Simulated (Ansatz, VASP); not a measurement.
This is a calculation of MgCu2S2 for VASP 6.6.1.

INCAR

```
PREC = Accurate
ENCUT = 520
EDIFF = 1E-6
ISMEAR = -1
SIGMA = 0.05
LREAL = False
LASPH = True
NELM = 100
ALGO = Normal
ISIF = 2
LWAVE = False
LCHARG = True
GGA = PE
LELF = True
LVHAR = True
NBANDS = 26
```

Contents of KPOINTS:

```
Automatic mesh
0
Gamma
  8 8 8
```

File POSCAR:

```
MgCu2S2
1.0
    1.9402985351      1.1202318815      6.7863209528
   -1.9402985351      1.1202318815      6.7863209528
    0.0000000000     -2.2404637631      6.7863209528
Cu S Mg
2 2 1
Direct
    0.1566984500      0.1566984500      0.1566984500
    0.6075769800      0.6075769800      0.6075769800
    0.4955714800      0.4955714800      0.4955714800
    0.9867535100      0.9867535100      0.9867535100
    0.3776062400      0.3776062400      0.3776062400
```

Potentials or basis: VASP PAW PBE potentials, release 64 (Cu, S, Mg).

Run with:

```console
$ cat potpaw_PBE.64/Cu/POTCAR potpaw_PBE.64/S/POTCAR potpaw_PBE.64/Mg/POTCAR > POTCAR
$ mpirun -np 1 vasp_std > vasp.out
```

Set up the same calculation for Ansatz 0.2.0. Potentials there: Ansatz PAW.

As run (the cutoff follows the program's own potentials):

input.yaml

```yaml
crystal:
  lattice:
    - [1.9402985351, 1.1202318815, 6.7863209528]
    - [-1.9402985351, 1.1202318815, 6.7863209528]
    - [0.0, -2.2404637631, 6.7863209528]
  atoms:
    - { symbol: Cu, position: [0.15669845, 0.15669845, 0.15669845] }
    - { symbol: Cu, position: [0.60757698, 0.60757698, 0.60757698] }
    - { symbol: S, position: [0.49557148, 0.49557148, 0.49557148] }
    - { symbol: S, position: [0.98675351, 0.98675351, 0.98675351] }
    - { symbol: Mg, position: [0.37760624, 0.37760624, 0.37760624] }
hamiltonian:
  xc: pbe
  pseudopotentials: { kind: paw }
kpoints:
  mp_grid: { grid: [8, 8, 8] }
scf:
  occupations: { method: fermi_dirac, width: 0.05 }
output:
  forces: true
  stress: true
  eigenvalues: true
```

Potentials or basis: Ansatz PAW.

Command:

```sh
$ ansatz run input.yaml --threads 2 --pin off --max-ram 5120MiB --backend cpu --events-out ev --progress --plain --runs-dir out
```

Both were run:

|  | VASP | Ansatz | Ansatz less VASP |
| --- | --- | --- | --- |
| gap on the k mesh at the Fermi level (eV) | none | none | - |
| pressure (GPa) | 0.7 | 0.6 | -0.08 |
| traceless stress, the component that is largest in VASP (GPa) | -0.06 | 0.05 | +0.113 |
| rms of the force components (eV/Å) | 0.015 | 0.015 | 0.0000 |

Atom by atom the forces differ by 0.010 eV/Å (rms over components). A gap of «none» marks a metal or a gap that the smearing closes. VASP's potentials hold 36 valence electrons a cell and Ansatz's 60, so a difference there can come from the potentials and not from the codes.
